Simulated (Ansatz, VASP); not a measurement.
# Ir in VASP and in Ansatz

```
Ir
1.0
     0.00000    1.91430    1.91430
     1.91430    0.00000    1.91430
     1.91430    1.91430    0.00000
Ir
1
Direct
  0.00000 0.00000 0.00000
```

Alike in both runs: task single point; functional PBE; k mesh 22 × 22 × 22; occupations gaussian, width 0.15 eV; no spin polarisation.

|  | VASP | Ansatz |
| --- | --- | --- |
| version | VASP 6.6.1 | Ansatz 0.2.0 |
| potentials or method | VASP PAW PBE potentials, release 64 (Ir), cutoff 520 eV | scalar-relativistic, plane waves, PAW |
| valence electrons in the cell | 9 | 17 |

```tsv
	VASP	Ansatz	Ansatz less VASP
gap on the k mesh at the Fermi level (eV)	none	none	-
pressure (GPa)	13.2	12.4	-0.74
```

A gap of «none» marks a metal or a gap that the smearing closes. The functional is the same, so the differences come from potentials, cutoffs and numerics. VASP's potentials hold 9 valence electrons a cell and Ansatz's 17, so a difference there can come from the potentials and not from the codes.

Spin-orbit coupling is off throughout.
